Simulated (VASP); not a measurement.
Here is a VASP 6.6.1 calculation.

The input INCAR:

```
SYSTEM = Cu3B
PREC = Accurate
ENCUT = 600
EDIFF = 1E-6
ISMEAR = 0
SIGMA = 0.1
LREAL = .FALSE.
LASPH = .TRUE.
NELM = 120
ALGO = Normal
ISIF = 2
LWAVE = .FALSE.
LCHARG = .FALSE.
GGA = PE
NBANDS = 26
GGA_COMPAT = .FALSE.
```

The input KPOINTS:

```
regular mesh
0
G
  6 6 6
  0 0 0
```

Contents of POSCAR:

```
Cu3B
1.0
    3.4629266290      0.0000000000      0.0000000000
    0.0000000000      3.4629266290      0.0000000000
    0.0000000000      0.0000000000      3.4629266290
Cu B
3 1
Direct
    0.0000000000      0.5000000000      0.5000000000
    0.5000000000      0.0000000000      0.5000000000
    0.5000000000      0.5000000000      0.0000000000
    0.0000000000      0.0000000000      0.0000000000
```

Potentials or basis: VASP PAW PBE potentials, release 64 (Cu, B).

Launch:

```bash
$ cat potpaw_PBE.64/Cu/POTCAR potpaw_PBE.64/B/POTCAR > POTCAR
$ mpirun -np 1 vasp_std > vasp.out
```

(1) Estimate the pressure.

(2) Predict the band gap on the k mesh.

Results:

(1) 0.8 GPa.

(2) zero (bands 18 and 19 overlap by 3.79 eV).
